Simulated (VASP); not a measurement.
Runs of VASP 6.6.1 on Hg. The structure is that of space group P6_3/mmc (No. 194), or close to it. The cells are those of the table. 

```csv
task,level,U,cell,k mesh,LDAUTYPE,hund's J,gap on the mesh (eV),pressure (GPa)
single point,PBE,-,"a = 3.353, b = 3.353, c = 5.316 Å, angles 90.0, 90.0, 120.0°, 2 atoms",3 × 3 × 1,-,-,none,(a)
single point,PBE,-,"a = 3.462, b = 3.462, c = 5.488 Å, angles 90.0, 90.0, 120.0°, 2 atoms",6 × 6 × 4,-,-,none,1.3
single point,PBE,-,"a = 3.444, b = 3.476, c = 5.554 Å, angles 90.7, 90.2, 120.8°, 2 atoms",6 × 6 × 4,-,-,none,1.2
electric field gradients,PBE,-,"a = 3.236, b = 3.236, c = 5.130 Å, angles 90.0, 90.0, 120.0°, 2 atoms",5 × 5 × 3,-,-,none,(b)
single point,PBE+U,"Hg d U = 5.0 eV, J = 0.32 eV","a = 3.462, b = 3.462, c = 5.488 Å, angles 90.0, 90.0, 120.0°, 2 atoms",6 × 6 × 4,1,0.32,none,1.6
```

Alike in all rows: potentials or basis VASP PAW PBE potentials, release 64 (Hg); no spin polarisation; cutoff (eV) 520; smearing gaussian 0.1 eV.

Question: Estimate the missing entries.

Answer: (a) 8.8; (b) 6.3.

Caveats: some runs use coarse meshes; spin-orbit coupling is left out, which moves the levels of the heavy elements; U without spin polarisation on a metal has little footing (some runs); the U is typed as a test and isn't derived for this compound (some runs).

A k mesh can miss the band edges, and the runs leave out spin-orbit coupling on Hg.

A gap of «none» marks levels without a gap at the run's occupations.
